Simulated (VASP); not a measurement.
Input of a VASP 6.6.1 run:

INCAR

```
SYSTEM = Ga
ALGO     = Normal         ! electronic algorithm
EDIFF    = 1E-6           ! SCF threshold, eV
EDIFFG   = -0.005         ! ionic threshold
ENCUT    = 600            ! plane-wave cutoff, eV
GGA      = PE             ! functional
IBRION   = 2              ! ionic algorithm
ISIF     = 3              ! what is computed and relaxed
ISMEAR   = -1             ! smearing method
LASPH    = .TRUE.         ! aspherical terms in the spheres
LCHARG   = .FALSE.        ! write CHGCAR
LREAL    = .FALSE.        ! projectors in reciprocal space
LWAVE    = .FALSE.        ! write WAVECAR
NELM     = 100            ! most SCF steps
NSW      = 60             ! ionic steps
PREC     = Accurate       ! precision mode
PSTRESS  = 3300.0       
SIGMA    = 0.05           ! smearing width, eV
```

The input KPOINTS:

```
k-points
0
G
  19 19 19
  0 0 0
```

POSCAR

```
Ga
1.0
    2.0157253456      0.0000000000      0.0000000000
    0.0000000000      2.0157253456      0.0000000000
    0.0000000000      0.0000000000      2.0157253456
Ga
1
Direct
    0.0000000000      0.0000000000      0.0000000000
```

Potentials or basis: VASP PAW PBE potentials, release 64 (Ga_d).

Run with:

```bash
$ cat potpaw_PBE.64/Ga_d/POTCAR > POTCAR
$ mpirun -np 1 vasp_std > vasp.out
```

What does it give for the band gap on the k mesh?

Zero (an odd number of electrons rules out a gap without spin polarisation).

Predict the relaxed volume.

8.47 Å³/atom.

Estimate the relaxed cell.

a = 2.039 Å, b = 2.039 Å, c = 2.039 Å, α = 90.00°, β = 90.00°, γ = 90.00°.

What does it give for the space group after relaxing (to 0.1 Å)?

Pm-3m (No. 221).

Step by step:
| step | energy change (eV) | largest force (eV/Å) | pressure (GPa) | volume (Å³) |
| --- | --- | --- | --- | --- |
| 1 | 0.0000 | 0.0000 | 372.91 | 8.19 |
| 2 | -3.9553 | 0.0000 | 120.28 | 11.07 |
| 3 | -0.7265 | 0.0000 | 322.63 | 8.53 |
| 4 | -0.6217 | 0.0000 | 330.34 | 8.47 |
| 5 | -0.6335 | 0.0000 | 329.35 | 8.48 |
| 6 | -0.5613 | 0.0000 | 334.39 | 8.44 |
| 7 | -0.6232 | 0.0000 | 329.91 | 8.47 |

Caveat: the cell is relaxed towards a set pressure, so the run minimises the enthalpy, not the energy.
